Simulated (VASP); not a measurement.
# Si (Fd-3m) in VASP: a series of runs

Runs on Si. Level: r2SCAN. Tasks: single point.

Program: VASP 6.6.1. These are calculated values, not measurements. Logs are shortened: lines on timing, memory, paths and dates and some standing lists are left out, and cuts for length are marked.

## 1. The cell of the first run

Symmetry: Fd-3m, No. 227, cubic system. Conventional cell: a = 4.880 Å, b = 4.880 Å, c = 4.880 Å, α = 90.00°, β = 90.00°, γ = 90.00°. Si (site symmetry -43m) has 4 Si at 2.11 Å within 2.8 Å.

## 2. Single point, r2SCAN (volume scaled by 0.720)

The input, POSCAR:

```
Si
1.0
    0.0000000000      2.4397861584      2.4397861584
    2.4397861584      0.0000000000      2.4397861584
    2.4397861584      2.4397861584      0.0000000000
Si
2
Direct
    0.7500000000      0.7500000000      0.7500000000
    0.5000000000      0.5000000000      0.5000000000
```

The input, INCAR.step1:

```
SYSTEM = Si
PREC = Accurate
ENCUT = 520
ISMEAR = 0
SIGMA = 0.05
LREAL = .FALSE.
LASPH = .TRUE.
NELM = 80
NBANDS = 11
GGA = PE
ALGO = Normal
EDIFF = 1E-4
LWAVE = .TRUE.
LCHARG = .FALSE.
```

The input, INCAR.step2:

```
SYSTEM = Si
PREC = Accurate
ENCUT = 520
EDIFF = 1E-6
ISMEAR = 0
SIGMA = 0.05
LREAL = .FALSE.
LASPH = .TRUE.
NELM = 80
ALGO = Normal
ISIF = 2
LWAVE = .FALSE.
LCHARG = .FALSE.
METAGGA = R2SCAN
LMIXTAU = .TRUE.
NBANDS = 11
ISTART = 1
```

The input, KPOINTS:

```
regular mesh
0
G
  16 16 16
  0 0 0
```

Potentials or basis: VASP PAW PBE potentials, release 64 (Si).

Command:

```sh
$ cat potpaw_PBE.64/Si/POTCAR > POTCAR
$ cp INCAR.step1 INCAR
$ mpirun -np 1 vasp_std > vasp.out
$ cp INCAR.step2 INCAR
$ mpirun -np 1 vasp_std > vasp.out
```

OUTCAR:

```text
SYSTEM = Si
   PREC = Accurate
   ENCUT = 520
   EDIFF = 1E-6
   ISMEAR = 0
   LREAL = .FALSE.
   LASPH = .TRUE.
   NELM = 80
   ISIF = 2
   METAGGA = R2SCAN
   ISTART = 1

 ion  position               nearest neighbor table
   1  0.750  0.750  0.750-   2 2.11   2 2.11   2 2.11   2 2.11
   2  0.500  0.500  0.500-   1 2.11   1 2.11   1 2.11   1 2.11

  LATTYP: Found a face centered cubic cell.
 ALAT       =     4.8795723168

  Lattice vectors:

 A1 = (   0.0000000000,   2.4397861584,   2.4397861584)
 A2 = (   2.4397861584,   0.0000000000,   2.4397861584)
 A3 = (   2.4397861584,   2.4397861584,   0.0000000000)

Analysis of symmetry for initial positions (statically):
=====================================================================
 Subroutine PRICEL returns:
 Original cell was already a primitive cell.

 Routine SETGRP: Setting up the symmetry group for a
 face centered cubic supercell.

 Subroutine GETGRP returns: Found 48 space group operations
 (whereof 24 operations were pure point group operations)
 out of a pool of 48 trial point group operations.

The static configuration has the point symmetry T_d .
 The point group associated with its full space group is O_h .

Analysis of symmetry for dynamics (positions and initial velocities):
=====================================================================
 Subroutine PRICEL returns:
 Original cell was already a primitive cell.

 Routine SETGRP: Setting up the symmetry group for a
 face centered cubic supercell.

 Subroutine GETGRP returns: Found 48 space group operations
 (whereof 24 operations were pure point group operations)
 out of a pool of 48 trial point group operations.

The dynamic configuration has the point symmetry T_d .
 The point group associated with its full space group is O_h .

 Subroutine INISYM returns: Found 48 space group operations
 (whereof 24 operations are pure point group operations),
 and found     1 'primitive' translations

----------------------------------------------------------------------------------------

                                     Primitive cell

  volume of cell :      29.0459

  direct lattice vectors                    reciprocal lattice vectors
     0.000000000  2.439786158  2.439786158    -0.204935993  0.204935993  0.204935993
     2.439786158  0.000000000  2.439786158     0.204935993 -0.204935993  0.204935993
     2.439786158  2.439786158  0.000000000     0.204935993  0.204935993 -0.204935993

  length of vectors
     3.450378674  3.450378674  3.450378674     0.354959553  0.354959553  0.354959553
[... 90 lines left out ...]
   TEBEG  =    0.0;   TEEND  =   0.0 temperature during run
   PSTRESS=    0.0 pullay stress
   NELECT =       8.0000    total number of electrons
   NUPDOWN=      -1.0000    fix difference up-down
   EMIN   =  10.00;   EMAX   =-10.00  energy-range for DOS
   EFERMI =   0.00;   METHOD = LEGACY
   ISMEAR =     0;   SIGMA  =   0.05  broadening in eV -4-tet -1-fermi 0-gaus
   EFERMI_NEDOS =   21; number of points for ismear=-14 and -15
   IALGO  =     38    algorithm
   IMIX   =      4    mixing-type and parameters
     AMIX     =   0.40;   BMIX     =  1.00
     AMIX_MAG =   1.60;   BMIX_MAG =  1.00
  volume/ion in A,a.u.               =      14.52        98.01
  Fermi-wavevector in a.u.,A,eV,Ry     =   1.065147  2.012837 15.436341  1.134539
  Thomas-Fermi vector in A             =   2.200689
   LORBIT       =      0    0 simple, 1 ext, 2 COOP (PROOUT), +10 PAW based schemes
   METAGGA = R2SCAN    functional components
   LHFCALC =     F    Hartree Fock is set to
   AEXX    =    0.0000 exact exchange contribution
   IVDW    =     0    specifies the selected vdW correction
   LEPSILON=     F    determine dielectric tensor
   LRPA    =     F    only Hartree local field effects (RPA)
 non-spin polarized calculation
 Gauss-broadening in eV      SIGMA  =   0.05
  energy-cutoff  :      520.00
  volume of cell :       29.05
 maximum number of plane-waves:       817
 NGX is ok and might be reduce to    28
   NGX = 13   NGY = 13   NGZ = 13

 number of electron       8.0000001 magnetization

 Free energy of the ion-electron system (eV)
  ---------------------------------------------------
  ext. energy  EPLUGINS =         0.00000000
  ---------------------------------------------------
  free energy    TOTEN  =       -15.91858917 eV

  energy without entropy =      -15.91850805  energy(sigma->0) =      -15.91854861

 E-fermi :   9.5322     XC(G=0): -11.1993

 val. band max:        9.5319031955   @ k =   0.0000   0.0000   0.0000
 cond. band min:       9.5471386652   @ k =   0.4375   0.4375   0.0000
 fundamental gap:      0.0152354697
 Fermi energy:         9.5322414963

 k-point     1 :       0.0000    0.0000    0.0000
  band No.  band energies     occupation
      1      -5.6287      2.00000
      2       9.5319      1.00766
      3       9.5319      1.00766
      4       9.5319      1.00763
      5      12.3628      0.00000
      6      12.3628      0.00000
      7      12.3628      0.00000
      8      17.7107      0.00000
      9      17.7107      0.00000
     10      17.8151      0.00000
     11      19.9311      0.00000
[... 309 lines left out ...]
 k-point    24 :      -0.0625    0.0625    0.0000
  band No.  band energies     occupation
      1      -5.4421      2.00000
      2       8.3673      2.00000
      3       8.7193      2.00000
      4       9.4732      1.90513
      5      12.5467      0.00000
      6      12.8275      0.00000
      7      13.1239      0.00000
      8      16.9261      0.00000
      9      17.4043      0.00000
     10      18.5460      0.00000
     11      20.6401      0.00000

 [... further k-points ...]

------------------------ aborting loop because EDIFF is reached ----------------------------------------

  FORCE on cell =-STRESS in cart. coord.  units (eV):
  Direction    XX          YY          ZZ          XY          YZ          ZX
  --------------------------------------------------------------------------------------
  -------------------------------------------------------------------------------------
  Total       11.0804765     11.0804765     11.0804765      0.0000000      0.0000000     -0.0000000
  in kB      611.2005491    611.2005491    611.2005491      0.0000000      0.0000000     -0.0000000
  external PRESSURE =     611.2005491 kB  Pullay stress =       0.0000000 kB

 VOLUME and BASIS-vectors are now :
 -----------------------------------------------------------------------------
  energy-cutoff  :      520.00
  volume of cell :       29.05
      direct lattice vectors                 reciprocal lattice vectors
     0.000000000  2.439786158  2.439786158    -0.204935993  0.204935993  0.204935993
     2.439786158  0.000000000  2.439786158     0.204935993 -0.204935993  0.204935993
     2.439786158  2.439786158  0.000000000     0.204935993  0.204935993 -0.204935993

 POSITION                                       TOTAL-FORCE (eV/Angst)
 -----------------------------------------------------------------------------------
      3.65968      3.65968      3.65968         0.000000      0.000000      0.000000
      2.43979      2.43979      2.43979        -0.000000     -0.000000     -0.000000
 -----------------------------------------------------------------------------------
    total drift:                               -0.000000      0.000000     -0.000000

  FREE ENERGIE OF THE ION-ELECTRON SYSTEM (eV)
  ---------------------------------------------------
  free  energy   TOTEN  =       -15.9185891704 eV

  energy  without entropy=      -15.9185080479  energy(sigma->0) =      -15.91854861
```

OUTCAR.step1:

```text
SYSTEM = Si
   PREC = Accurate
   ENCUT = 520
   ISMEAR = 0
   LREAL = .FALSE.
   LASPH = .TRUE.
[... 560 lines left out ...]
      3.65968      3.65968      3.65968        -0.000000     -0.000000     -0.000000
      2.43979      2.43979      2.43979         0.000000      0.000000      0.000000
 -----------------------------------------------------------------------------------
    total drift:                                0.000000      0.000000     -0.000000

  FREE ENERGIE OF THE ION-ELECTRON SYSTEM (eV)
  ---------------------------------------------------
  free  energy   TOTEN  =        -9.1516362627 eV

  energy  without entropy=       -9.1513110863  energy(sigma->0) =       -9.15147367
```

Run time: 1.8 min. Hardware: 1 thread of Intel Xeon Platinum 8488C (Sapphire Rapids), shared host; peak memory 0.17 GiB.

What came out:

```yaml
Free_energy: -15.9186 eV
Pressure: 61.1 GPa
```

Levels at points of the mesh, in eV from the Fermi level:
```tsv
k point	band 1	band 2	band 3	band 4	band 5	band 6	band 7	band 8
(0.00, 0.00, 0.00)	-15.16	0.00	0.00	0.00	2.83	2.83	2.83	8.18
(0.50, 0.00, 0.00)	-11.73	-9.19	-1.56	-1.56	3.10	3.23	3.23	8.79
(0.50, 0.50, 0.00)	-9.46	-9.46	-3.99	-3.99	0.09	0.09	12.74	12.74
```

Caveat: the PAW data sets were made with another functional, which shifts forces and pressure a little.

## 3. Single point, r2SCAN (volume scaled by 1.040)

The input, POSCAR:

```
Si
1.0
    0.0000000000      2.7579435796      2.7579435796
    2.7579435796      0.0000000000      2.7579435796
    2.7579435796      2.7579435796      0.0000000000
Si
2
Direct
    0.7500000000      0.7500000000      0.7500000000
    0.5000000000      0.5000000000      0.5000000000
```

The input, INCAR.step1:

```
SYSTEM = Si
ALGO = Normal ; EDIFF = 1E-4
ENCUT = 520 ; GGA = PE
ISMEAR = 0 ; LASPH = .TRUE.
LCHARG = .FALSE. ; LREAL = .FALSE.
LWAVE = .TRUE. ; NBANDS = 11
NELM = 80 ; PREC = Accurate
SIGMA = 0.05
```

The input, INCAR.step2:

```
SYSTEM = Si
ALGO = Normal ; EDIFF = 1E-6
ENCUT = 520 ; ISIF = 2
ISMEAR = 0 ; ISTART = 1
LASPH = .TRUE. ; LCHARG = .FALSE.
LMIXTAU = .TRUE. ; LREAL = .FALSE.
LWAVE = .FALSE. ; METAGGA = R2SCAN
NBANDS = 11 ; NELM = 80
PREC = Accurate ; SIGMA = 0.05
```

The input, KPOINTS:

```
k-points
0
G
  14 14 14
  0 0 0
```

Potentials or basis: VASP PAW PBE potentials, release 64 (Si).

Command:

```sh
$ cat potpaw_PBE.64/Si/POTCAR > POTCAR
$ cp INCAR.step1 INCAR
$ mpirun -np 1 vasp_std > vasp.out
$ cp INCAR.step2 INCAR
$ mpirun -np 1 vasp_std > vasp.out
```

Run time: 1.7 min. Hardware: 1 thread of Intel Xeon Platinum 8488C (Sapphire Rapids), shared host; peak memory 0.18 GiB.

Results (log left out):

- Free energy: -17.5299 eV
- Pressure: -3.7 GPa
- Band gap on the k mesh: 0.85 eV, indirect (least direct gap 2.74 eV)

Levels at points of the mesh, in eV from the valence-band top:
| k point | band 2 | band 3 | band 4 | band 5 | band 6 | band 7 |
| --- | --- | --- | --- | --- | --- | --- |
| (0.00, 0.00, 0.00) | 0.00 | 0.00 | 0.00 | 2.74 | 2.74 | 2.74 |
| (0.50, 0.00, 0.00) | -7.05 | -1.23 | -1.23 | 1.71 | 3.61 | 3.61 |
| (0.50, 0.50, 0.00) | -8.01 | -2.89 | -2.89 | 1.01 | 1.01 | 10.46 |

Caveat: the PAW data sets were made with another functional, which shifts forces and pressure a little.

## 4. Single point, r2SCAN (volume scaled by 0.760)

The input, POSCAR:

```
Si
1.0
    0.0000000000      2.4841555989      2.4841555989
    2.4841555989      0.0000000000      2.4841555989
    2.4841555989      2.4841555989      0.0000000000
Si
2
Direct
    0.7500000000      0.7500000000      0.7500000000
    0.5000000000      0.5000000000      0.5000000000
```

The input, INCAR.step1:

```
SYSTEM = Si
  PREC = Accurate
  ENCUT = 520
  ISMEAR = 0
  SIGMA = 0.05
  LREAL = .False.
  LASPH = .True.
  NELM = 100
  NBANDS = 11
  GGA = PE
  ALGO = Normal
  EDIFF = 1E-4
  LWAVE = .True.
  LCHARG = .False.
```

The input, INCAR.step2:

```
SYSTEM = Si
  PREC = Accurate
  ENCUT = 520
  EDIFF = 1E-6
  ISMEAR = 0
  SIGMA = 0.05
  LREAL = .False.
  LASPH = .True.
  NELM = 100
  ALGO = Normal
  ISIF = 2
  LWAVE = .False.
  LCHARG = .False.
  METAGGA = R2SCAN
  LMIXTAU = .True.
  NBANDS = 11
  ISTART = 1
```

The input, KPOINTS:

```
regular mesh
0
Gamma
  16 16 16
  0 0 0
```

Command:

```sh
$ cat potpaw_PBE.64/Si/POTCAR > POTCAR
$ cp INCAR.step1 INCAR
$ mpirun -np 1 vasp_std > vasp.out
$ cp INCAR.step2 INCAR
$ mpirun -np 1 vasp_std > vasp.out
```

Wall time 2.4 min (1 thread of Intel Xeon Platinum 8488C (Sapphire Rapids), shared host); peak memory 0.18 GiB.

It converged, with:

| Property | Result |
| --- | --- |
| Free energy | -16.4548 eV |
| Pressure | 46.0 GPa |
| Band gap on the k mesh | 0.17 eV, indirect (least direct gap 2.83 eV) |

Levels at points of the mesh, in eV from the valence-band top:
```csv
k point,band 1,band 2,band 3,band 4,band 5,band 6,band 7,band 8
"(0.00, 0.00, 0.00)",-14.67,0.00,0.00,0.00,2.83,2.83,2.83,7.53
"(0.50, 0.00, 0.00)",-11.42,-8.81,-1.52,-1.52,2.90,3.32,3.32,8.73
"(0.50, 0.50, 0.00)",-9.21,-9.21,-3.81,-3.81,0.26,0.26,12.54,12.54
```

Caveat: the PAW data sets were made with another functional, which shifts forces and pressure a little.

## 5. Single point, r2SCAN (volume scaled by 0.800)

The input, POSCAR:

```
Si
1.0
    0.0000000000      2.5269942863      2.5269942863
    2.5269942863      0.0000000000      2.5269942863
    2.5269942863      2.5269942863      0.0000000000
Si
2
Direct
    0.7500000000      0.7500000000      0.7500000000
    0.5000000000      0.5000000000      0.5000000000
```

The input, INCAR.step1:

```
PREC = Accurate
ENCUT = 520
ISMEAR = 0
SIGMA = 0.05
LREAL = False
LASPH = True
NELM = 60
NBANDS = 11
GGA = PE
ALGO = Normal
EDIFF = 1E-4
LWAVE = True
LCHARG = False
```

The input, INCAR.step2:

```
PREC = Accurate
ENCUT = 520
EDIFF = 1E-7
ISMEAR = 0
SIGMA = 0.05
LREAL = False
LASPH = True
NELM = 60
ALGO = Normal
ISIF = 2
LWAVE = False
LCHARG = False
METAGGA = R2SCAN
LMIXTAU = True
NBANDS = 11
ISTART = 1
```

The input, KPOINTS:

```
Automatic mesh
0
Gamma
  16 16 16
```

Command:

```sh
$ cat potpaw_PBE.64/Si/POTCAR > POTCAR
$ cp INCAR.step1 INCAR
$ mpirun -np 1 vasp_std > vasp.out
$ cp INCAR.step2 INCAR
$ mpirun -np 1 vasp_std > vasp.out
```

Wall time 3 min (1 thread of Intel Xeon Platinum 8488C (Sapphire Rapids), shared host); peak memory 0.18 GiB.

The run converged. Its results:

* Free energy: -16.8536 eV
* Pressure: 33.7 GPa
* Band gap on the k mesh: 0.31 eV, indirect (least direct gap 2.82 eV)

Levels at points of the mesh, in eV from the valence-band top:
```
           k point  band 1  band 2  band 3  band 4  band 5  band 6  band 7  band 8  band 9
(0.00, 0.00, 0.00)  -14.22    0.00    0.00    0.00    2.82    2.82    2.82    6.82    8.18
(0.50, 0.00, 0.00)  -11.14   -8.48   -1.47   -1.47    2.71    3.40    3.40    8.67   11.74
(0.50, 0.50, 0.00)   -8.98   -8.98   -3.65   -3.65    0.41    0.41   12.36   12.36   12.97
```

Caveat: the PAW data sets were made with another functional, which shifts forces and pressure a little. A k mesh can miss the band edges.

## 6. Single point, r2SCAN (volume scaled by 0.840)

The input, POSCAR:

```
Si
1.0
    0.0000000000      2.5684277863      2.5684277863
    2.5684277863      0.0000000000      2.5684277863
    2.5684277863      2.5684277863      0.0000000000
Si
2
Direct
    0.7500000000      0.7500000000      0.7500000000
    0.5000000000      0.5000000000      0.5000000000
```

The input, INCAR.step1:

```
PREC = Accurate ; ENCUT = 520
ISMEAR = 0 ; SIGMA = 0.05
LREAL = F ; LASPH = T
NELM = 100 ; NBANDS = 11
GGA = PE ; ALGO = Normal
EDIFF = 1E-4 ; LWAVE = T
LCHARG = F
```

The input, INCAR.step2:

```
PREC = Accurate ; ENCUT = 520
EDIFF = 1E-6 ; ISMEAR = 0
SIGMA = 0.05 ; LREAL = F
LASPH = T ; NELM = 100
ALGO = Normal ; ISIF = 2
LWAVE = F ; LCHARG = F
METAGGA = R2SCAN ; LMIXTAU = T
NBANDS = 11 ; ISTART = 1
```

The input, KPOINTS:

```
regular mesh
0
Gamma
  16 16 16
```

Potentials or basis: VASP PAW PBE potentials, release 64 (Si).

Command:

```sh
$ cat potpaw_PBE.64/Si/POTCAR > POTCAR
$ cp INCAR.step1 INCAR
$ mpirun -np 1 vasp_std > vasp.out
$ cp INCAR.step2 INCAR
$ mpirun -np 1 vasp_std > vasp.out
```

Run time: 1.9 min. Hardware: 1 thread of Intel Xeon Platinum 8488C (Sapphire Rapids), shared host; peak memory 0.17 GiB.

Results (log left out):

* Free energy: -17.1416 eV
* Pressure: 23.8 GPa
* Band gap on the k mesh: 0.43 eV, indirect (least direct gap 2.82 eV)

Levels at points of the mesh, in eV from the valence-band top:
| k point | band 2 | band 3 | band 4 | band 5 | band 6 | band 7 |
| --- | --- | --- | --- | --- | --- | --- |
| (0.00, 0.00, 0.00) | 0.00 | 0.00 | 0.00 | 2.82 | 2.82 | 2.82 |
| (0.50, 0.00, 0.00) | -8.18 | -1.43 | -1.43 | 2.53 | 3.46 | 3.46 |
| (0.50, 0.50, 0.00) | -8.78 | -3.50 | -3.50 | 0.54 | 0.54 | 12.19 |

Caveat: the PAW data sets were made with another functional, which shifts forces and pressure a little.

## 7. Summary

```tsv
cell	k mesh	gap on the mesh (eV)	pressure (GPa)
a = 3.450 Å, angles 60.0°, 2 atoms	16 × 16 × 16	-	61.1
a = 3.900 Å, angles 60.0°, 2 atoms	14 × 14 × 14	0.85	-3.7
a = 3.513 Å, angles 60.0°, 2 atoms	16 × 16 × 16	0.17	46.0
a = 3.574 Å, angles 60.0°, 2 atoms	16 × 16 × 16	0.31	33.7
a = 3.632 Å, angles 60.0°, 2 atoms	16 × 16 × 16	0.43	23.8
```

Alike in all rows: task single point; level r2SCAN; potentials or basis VASP PAW PBE potentials, release 64 (Si); no spin polarisation; cutoff (eV) 520; smearing gaussian 0.05 eV.

Caveats: the PAW data sets were made with another functional, which shifts forces and pressure a little.

Total energies depend on the potentials used, so only differences within one code and one set of settings carry meaning.
